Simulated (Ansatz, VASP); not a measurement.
## Two plane-wave programs on V

```xyz
1
Lattice="1.4305 0.8259 1.9463 -1.4305 0.8259 1.9463 0.0000 -1.6518 1.9463" Properties=species:S:1:pos:R:3 pbc="T T T"
V     0.0000    0.0000    2.9194
```

Alike in both runs: task relaxation of cell and atoms; functional PBE; k mesh 24 × 24 × 24; occupations gaussian, width 0.1 eV; no spin polarisation.

|  | VASP | Ansatz |
| --- | --- | --- |
| version | VASP 6.6.1 | Ansatz 0.2.0 |
| potentials or method | VASP PAW PBE potentials, release 64 (V_sv), cutoff 600 eV | scalar-relativistic, plane waves, PAW |
| valence electrons in the cell | 13 | 13 |

```tsv
	VASP	Ansatz	Ansatz less VASP
gap on the k mesh at the Fermi level, each at its own relaxed structure (eV)	none	none	-
relaxed volume (Å³/atom)	13.81	13.80	-0.016
relaxed cell length with the largest relative difference (Å)	2.564	2.562	-0.0017
```

A gap of «none» marks a metal or a gap that the smearing closes.
